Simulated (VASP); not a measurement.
# LiF (P6_3mc) in VASP: a series of runs, part 2 of 2

VASP 6.6.1.

### Step 5. Single point, LDA

Contents of INCAR:

```
SYSTEM = LiF
PREC = Accurate
ENCUT = 520
EDIFF = 1E-6
ISMEAR = 0
SIGMA = 0.01
LREAL = .False.
LASPH = .True.
NELM = 60
ALGO = Normal
ISIF = 2
LWAVE = .False.
LCHARG = .False.
GGA = CA
NBANDS = 18
```

Contents of KPOINTS:

```
regular mesh
0
Gamma
  12 12 6
  0 0 0
```

Contents of POSCAR:

```
LiF
1.0
    3.0810131961      0.0000000000      0.0000000000
   -1.5405065980      2.6682356972      0.0000000000
    0.0000000000      0.0000000000      4.7853416872
Li F
2 2
Direct
    0.3333333333      0.6666666667     -0.0074306400
    0.6666666667      0.3333333333      0.4925693600
    0.3333333333      0.6666666667      0.3824306400
    0.6666666667      0.3333333333      0.8824306400
```

Potentials or basis: VASP PAW LDA potentials, release 64 (Li_sv, F).

Started as:

```
$ cat potpaw_LDA.64/Li_sv/POTCAR potpaw_LDA.64/F/POTCAR > POTCAR
$ mpirun -np 1 vasp_std > vasp.out
```

OUTCAR:

```text
SYSTEM = LiF
   PREC = Accurate
   ENCUT = 520
   EDIFF = 1E-6
   ISMEAR = 0
   LREAL = .False.
   LASPH = .True.
   NELM = 60
   ISIF = 2
   GGA = CA

 ion  position               nearest neighbor table
   1  0.333  0.667  0.993-   4 1.86   4 1.86   4 1.86   3 1.87
   2  0.667  0.333  0.493-   3 1.86   3 1.86   3 1.86   4 1.87
   3  0.333  0.667  0.382-   2 1.86   2 1.86   2 1.86   1 1.87
   4  0.667  0.333  0.882-   1 1.86   1 1.86   1 1.86   2 1.87

  LATTYP: Found a hexagonal cell.
 ALAT       =     3.0810131961
 C/A-ratio  =     1.5531714351
[... 704 lines left out ...]
  Direction    XX          YY          ZZ          XY          YZ          ZX
  --------------------------------------------------------------------------------------
  -------------------------------------------------------------------------------------
  Total       -0.8901172     -0.8901172     -0.8806165     -0.0000000      0.0000000      0.0000000
  in kB      -36.2515923    -36.2515923    -35.8646594     -0.0000000      0.0000000      0.0000000
  external PRESSURE =     -36.1226147 kB  Pullay stress =       0.0000000 kB

 VOLUME and BASIS-vectors are now :
 -----------------------------------------------------------------------------
  energy-cutoff  :      520.00
  volume of cell :       39.34
      direct lattice vectors                 reciprocal lattice vectors
     3.081013196  0.000000000  0.000000000     0.324568555  0.187389742  0.000000000
    -1.540506598  2.668235697  0.000000000     0.000000000  0.374779485  0.000000000
     0.000000000  0.000000000  4.785341687     0.000000000  0.000000000  0.208971494

 POSITION                                       TOTAL-FORCE (eV/Angst)
 -----------------------------------------------------------------------------------
     -0.00000      1.77882      4.74978         0.000000     -0.000000      0.007173
      1.54051      0.88941      2.35711        -0.000000      0.000000      0.007173
     -0.00000      1.77882      1.83006        -0.000000     -0.000000     -0.007173
      1.54051      0.88941      4.22273         0.000000      0.000000     -0.007173
 -----------------------------------------------------------------------------------
    total drift:                               -0.000001     -0.000001     -0.000765

  FREE ENERGIE OF THE ION-ELECTRON SYSTEM (eV)
  ---------------------------------------------------
  free  energy   TOTEN  =       -20.7874446291 eV

  energy  without entropy=      -20.7874446291  energy(sigma->0) =      -20.78744463
```

Wall time 22 s (1 thread of Intel Xeon Platinum 8488C (Sapphire Rapids), shared host); peak memory 0.16 GiB.

Results:

| Property | Result |
| --- | --- |
| Free energy | -20.7874 eV |
| Largest force | 0.007 eV/Å |
| Band gap on the k mesh | 7.52 eV |

Forces in eV/Å, atoms in the order of the input:
```
Li   0.000  0.000  0.007
Li   0.000  0.000  0.007
F    0.000  0.000 -0.007
F    0.000  0.000 -0.007
```

Levels at points of the mesh, in eV from the valence-band top:
| k point | band 7 | band 8 | band 9 | band 10 | band 11 | band 12 | band 13 | band 14 |
| --- | --- | --- | --- | --- | --- | --- | --- | --- |
| (0.00, 0.00, 0.00) | -0.53 | -0.19 | -0.19 | 0.00 | 7.52 | 11.79 | 15.05 | 18.07 |
| (0.50, 0.00, 0.00) | -1.10 | -1.09 | -0.58 | -0.42 | 10.86 | 11.88 | 14.56 | 14.68 |
| (0.00, 0.00, 0.50) | -0.36 | -0.36 | -0.36 | -0.36 | 9.22 | 9.22 | 17.34 | 17.34 |
| (0.50, 0.00, 0.50) | -0.77 | -0.77 | -0.59 | -0.59 | 10.81 | 10.81 | 14.58 | 14.58 |

Caveat: the cutoff is under 1.25 times the usual one of these potentials, so pressure, stress and relaxed cells hold a basis-set (Pulay) error.

### Step 6. Single point, PBEsol

This run uses another cell than the first one, of 9.99 Å³/atom.

Contents of INCAR:

```
SYSTEM = LiF
ALGO = Normal ; EDIFF = 1E-7
ENCUT = 520 ; GGA = PS
ISIF = 2 ; ISMEAR = -1
LASPH = .TRUE. ; LCHARG = .FALSE.
LREAL = .FALSE. ; LWAVE = .FALSE.
NBANDS = 18 ; NELM = 80
PREC = Accurate ; SIGMA = 0.02
```

Contents of KPOINTS:

```
k-points
0
G
  12 12 6
  0 0 0
```

Contents of POSCAR:

```
LiF
1.0
    3.0959388182      0.0000000000      0.0000000000
   -1.5479694091      2.6811616652      0.0000000000
    0.0000000000      0.0000000000      4.8133718077
Li F
2 2
Direct
    0.3333333333      0.6666666667     -0.0072676596
    0.6666666667      0.3333333333      0.4927323404
    0.3333333333      0.6666666667      0.3822676596
    0.6666666667      0.3333333333      0.8822676596
```

Potentials or basis: VASP PAW PBE potentials, release 64 (Li_sv, F).

Started as:

```
$ cat potpaw_PBE.64/Li_sv/POTCAR potpaw_PBE.64/F/POTCAR > POTCAR
$ mpirun -np 1 vasp_std > vasp.out
```

It took 33 s on 1 thread of Intel Xeon Platinum 8488C (Sapphire Rapids), shared host; peak memory 0.17 GiB.

It converged, with:

```
Free energy            : -19.6063 eV
Band gap on the k mesh : 7.59 eV
```

Forces on the atoms (eV/Å):
```
Li   0.000  0.000 -0.002
Li   0.000  0.000 -0.002
F    0.000  0.000  0.002
F    0.000  0.000  0.002
```

Levels at points of the mesh, in eV from the valence-band top:
```csv
k point,band 8,band 9,band 10,band 11,band 12,band 13
"(0.00, 0.00, 0.00)",-0.18,-0.18,0.00,7.59,11.90,15.11
"(0.50, 0.00, 0.00)",-1.04,-0.55,-0.40,11.00,12.04,14.63
"(0.00, 0.00, 0.50)",-0.34,-0.34,-0.34,9.30,9.30,17.48
"(0.50, 0.00, 0.50)",-0.73,-0.57,-0.57,10.97,10.97,14.69
```

Caveat: the cutoff is under 1.25 times the usual one of these potentials, so pressure, stress and relaxed cells hold a basis-set (Pulay) error; the PAW data sets were made with another functional, which shifts forces and pressure a little. A k mesh can miss the band edges.

### Step 7. Overview

| level | potentials or basis | cell | k mesh | smearing | gap on the mesh (eV) |
| --- | --- | --- | --- | --- | --- |
| PBE | VASP PAW PBE potentials, release 64 (Li_sv, F) | a = 3.081, b = 3.081, c = 4.785 Å, angles 90.0, 90.0, 120.0°, 4 atoms, atomic positions A | 6 × 6 × 4 | gaussian 0.01 eV | 7.84 |
| LDA | VASP PAW LDA potentials, release 64 (Li_sv, F) | a = 3.030, b = 3.030, c = 4.657 Å, angles 90.0, 90.0, 120.0°, 4 atoms, atomic positions B | 12 × 12 × 6 | fermi-dirac 0.02 eV | 7.82 |
| PBE | VASP PAW PBE potentials, release 64 (Li_sv, F) | a = 3.081, b = 3.081, c = 4.785 Å, angles 90.0, 90.0, 120.0°, 4 atoms, atomic positions A | 12 × 12 × 6 | fermi-dirac 0.02 eV | 7.84 |
| LDA | VASP PAW LDA potentials, release 64 (Li_sv, F) | a = 3.081, b = 3.081, c = 4.785 Å, angles 90.0, 90.0, 120.0°, 4 atoms, atomic positions A | 12 × 12 × 6 | gaussian 0.01 eV | 7.52 |
| PBEsol | VASP PAW PBE potentials, release 64 (Li_sv, F) | a = 3.096, b = 3.096, c = 4.813 Å, angles 90.0, 90.0, 120.0°, 4 atoms, atomic positions A | 12 × 12 × 6 | fermi-dirac 0.02 eV | 7.59 |

Alike in all rows: task single point; no spin polarisation; cutoff (eV) 520.

Caveats: the cutoff is under 1.25 times the usual one of these potentials, so pressure, stress and relaxed cells hold a basis-set (Pulay) error; the PAW data sets were made with another functional, which shifts forces and pressure a little (at least some runs).

Total energies depend on the potentials used, so only differences within one code and one set of settings carry meaning.
